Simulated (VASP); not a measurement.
# MgO: single point with r2SCAN

MgO:

```
CELL_PARAMETERS angstrom
0.00000 2.25165 2.25165
2.25165 0.00000 2.25165
2.25165 2.25165 0.00000
ATOMIC_POSITIONS crystal
Mg 0.00000 0.00000 0.00000
O 0.25000 0.25000 0.25000
```

This cell differs from its parent crystal: strain -1.3%.

* Program: VASP 6.6.1
* Task: single point
* Functional: r2SCAN
* Potentials or basis: VASP PAW PBE potentials, release 64 (Mg, O)
* Cutoff: 520 eV
* k mesh: 10 × 10 × 10
* Occupations: gaussian, width 0.01 eV
* Spin: no spin polarisation
* Dipole correction: no
* Further INCAR settings: ALGO = Normal; EDIFF = 1e-06; NBANDS = 11

```json
{
 "Pressure": "5.0 GPa",
 "Band gap on the k mesh": "4.57 eV, direct"
}
```

Levels at points of the mesh, in eV from the valence-band top:
| k point | band 1 | band 2 | band 3 | band 4 | band 5 | band 6 | band 7 | band 8 | band 9 |
| --- | --- | --- | --- | --- | --- | --- | --- | --- | --- |
| (0.00, 0.00, 0.00) | -16.95 | 0.00 | 0.00 | 0.00 | 4.57 | 18.38 | 18.38 | 18.38 | 21.79 |
| (0.50, 0.00, 0.00) | -16.25 | -3.12 | -0.19 | -0.19 | 9.93 | 10.87 | 15.86 | 15.86 | 21.44 |
| (0.50, 0.50, 0.00) | -16.04 | -2.60 | -0.76 | -0.76 | 7.05 | 12.72 | 15.93 | 18.32 | 18.32 |

Wall time 50 s on 1 thread of Intel Xeon 8259CL, on a shared host, peak memory 0.15 GiB.

Caveat: the cell differs from its parent crystal (strain -1.3%); the PAW data sets were made with another functional, which shifts forces and pressure a little.
